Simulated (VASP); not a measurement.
Wanted: the native input for a VASP 6.6.1 run.

```
Task                   : single point
Functional             : PBEsol
Dispersion             : D4
Potentials or basis    : VASP PAW PBE potentials, release 64 (Cd, Se)
Cutoff                 : 520 eV
k mesh                 : 8 × 8 × 8
Occupations            : fermi-dirac, width 0.05 eV
Spin                   : no spin polarisation
Dipole correction      : no
Further INCAR settings : ALGO = Normal; EDIFF = 1e-06; NBANDS = 16
```

The structure of CdSe lies in POSCAR:

```
CdSe
1.0
    0.0000000000      3.0213845665      3.0213845665
    3.0213845665      0.0000000000      3.0213845665
    3.0213845665      3.0213845665      0.0000000000
Cd Se
1 1
Direct
    0.0000000000      0.0000000000      0.0000000000
    0.2500000000      0.2500000000      0.2500000000
```

The input as run:

INCAR

```
SYSTEM = CdSe
PREC = Accurate ; ENCUT = 520
EDIFF = 1E-6 ; ISMEAR = -1
SIGMA = 0.05 ; LREAL = .FALSE.
LASPH = .TRUE. ; NELM = 60
ALGO = Normal ; ISIF = 2
LWAVE = .FALSE. ; LCHARG = .FALSE.
GGA = PS ; IVDW = 13
NBANDS = 16
```

KPOINTS

```
regular mesh
0
G
  8 8 8
  0 0 0
```

Potentials or basis: VASP PAW PBE potentials, release 64 (Cd, Se).

Command:

```bash
$ cat potpaw_PBE.64/Cd/POTCAR potpaw_PBE.64/Se/POTCAR > POTCAR
$ mpirun -np 1 vasp_std > vasp.out
```

Results of the run:

```json
{"Pressure": "0.3 GPa", "Band gap on the k mesh": "0.52 eV, direct", "Dispersion energy per atom": "-0.195 eV"}
```

Caveat: the PAW data sets were made with another functional, which shifts forces and pressure a little.

Wall time 35 s on 1 thread of AMD EPYC 7571 (shared host), peak memory 0.16 GiB.
